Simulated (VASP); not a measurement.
A run of VASP 6.6.1:

INCAR

```
  PREC = Accurate
  ENCUT = 520
  EDIFF = 1E-7
  ISMEAR = 0
  SIGMA = 0.01
  LREAL = False
  LASPH = True
  NELM = 60
  ALGO = Normal
  ISIF = 2
  LWAVE = False
  LCHARG = False
  GGA = PE
  NBANDS = 24
```

KPOINTS

```
regular mesh
0
Gamma
  6 6 6
```

File POSCAR:

```
Ba2SeS
1.0
    2.2653849931      1.3079206356      7.4001916805
   -2.2653849931      1.3079206356      7.4001916805
    0.0000000000     -2.6158412711      7.4001916805
S Se Ba
1 1 2
Direct
    1.0000000000      0.0000000000      0.0000000000
    0.5000000000      0.5000000000      0.5000000000
    0.2527560763      0.2527560763      0.2527560763
    0.7472439237      0.7472439237      0.7472439237
```

Potentials or basis: VASP PAW PBE potentials, release 64 (S, Se, Ba_sv).

Command:

```bash
$ cat potpaw_PBE.64/S/POTCAR potpaw_PBE.64/Se/POTCAR potpaw_PBE.64/Ba_sv/POTCAR > POTCAR
$ mpirun -np 1 vasp_std > vasp.out
```

Hardware: 1 thread of Oxide Virtual Turin-like Processor, with other jobs on the host.

Task: Estimate the wall time of this run.

Result: Run time: 11 min on 1 thread of Oxide Virtual Turin-like Processor, with other jobs on the host, peak memory 0.49 GiB. Counts: scf iterations 17, k points 32.
